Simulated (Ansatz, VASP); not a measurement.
# One calculation of Co, two programs

Contents of INCAR:

```
  PREC = Accurate
  ENCUT = 520
  EDIFF = 1E-6
  ISMEAR = -1
  SIGMA = 0.05
  LREAL = F
  LASPH = T
  NELM = 150
  ALGO = Normal
  ISIF = 2
  LWAVE = F
  LCHARG = F
  ISPIN = 2
  MAGMOM = 1.733
  LORBIT = 11
  LMAXMIX = 4
  GGA = PE
  NBANDS = 14
```

Contents of KPOINTS:

```
Automatic mesh
0
Gamma
  25 25 25
```

Contents of POSCAR:

```
Co
1.0
    0.0000000000      1.7610717777      1.7610717777
    1.7610717777      0.0000000000      1.7610717777
    1.7610717777      1.7610717777      0.0000000000
Co
1
Direct
    0.0000000000      0.0000000000      0.0000000000
```

Input for Ansatz:

```yaml
crystal:
  lattice:
    - [0.0, 1.7610717777, 1.7610717777]
    - [1.7610717777, 0.0, 1.7610717777]
    - [1.7610717777, 1.7610717777, 0.0]
  atoms:
    - { symbol: Co, position: [0.0, 0.0, 0.0], spin: 1.733 }
hamiltonian:
  xc: pbe
  pseudopotentials:
    kind: paw
    azcp:
      Co: "pseudopotentials/Co.paw.azcp"
basis:
  ecutwfc: 420
  fft_grid_basis: typed
kpoints:
  mp_grid: { grid: [25, 25, 25], shift: [0, 0, 0] }
magnetization:
  spin_polarized: true
scf:
  occupations: { method: fermi_dirac, width: 0.05 }
```

Alike in both runs: task single point; functional PBE; k mesh 25 × 25 × 25; occupations fermi-dirac, width 0.05 eV; collinear spin.

|  | VASP | Ansatz |
| --- | --- | --- |
| version | VASP 6.6.1 | Ansatz 0.2.0 |
| potentials or method | VASP PAW PBE potentials, release 64 (Co), cutoff 520 eV | plane waves (420 eV) with PAW, scalar-relativistic |
| valence electrons in the cell | 9 | 17 |

Ansatz gave:

| Item | Value |
| --- | --- |
| net moment per atom (μB) | 1.65 |
| size of the moment on the site where the two differ most (μB) | 1.72 |

Estimate VASP's values.

net moment per atom (μB): 1.64; size of the moment on the site where the two differ most (μB): 1.66.

Site moments also hang on the region over which each program counts them. VASP's potentials hold 9 valence electrons a cell and Ansatz's 17, so a difference there can come from the potentials and not from the codes.
